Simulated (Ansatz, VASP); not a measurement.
# EuS: VASP beside Ansatz

```
CELL_PARAMETERS angstrom
0.00000 2.92422 2.92422
2.92422 0.00000 2.92422
2.92422 2.92422 0.00000
ATOMIC_POSITIONS crystal
Eu 0.00000 0.00000 0.00000
S 0.50000 0.50000 0.50000
```

Alike in both runs: task single point; functional PBE; k mesh 10 × 10 × 10; occupations fermi-dirac, width 0.08 eV; collinear spin.

|  | VASP | Ansatz |
| --- | --- | --- |
| version | VASP 6.6.1 | Ansatz 0.2.0 |
| potentials or method | VASP PAW PBE potentials, release 64 (Eu, S), cutoff 600 eV | all-electron LAPW, non-relativistic |

|  | VASP | Ansatz | Ansatz less VASP |
| --- | --- | --- | --- |
| pressure (GPa) | -0.2 | 7.2 | +7.37 |
| net moment per atom (μB) | 3.47 | 3.50 | +0.029 |
| size of the moment on the site where the two differ most (μB) | 6.56 | 6.99 | +0.435 |

Site moments also hang on the region over which each program counts them. Ansatz ran all-electron here, and VASP with PAW potentials.

Spin-orbit coupling is off throughout.
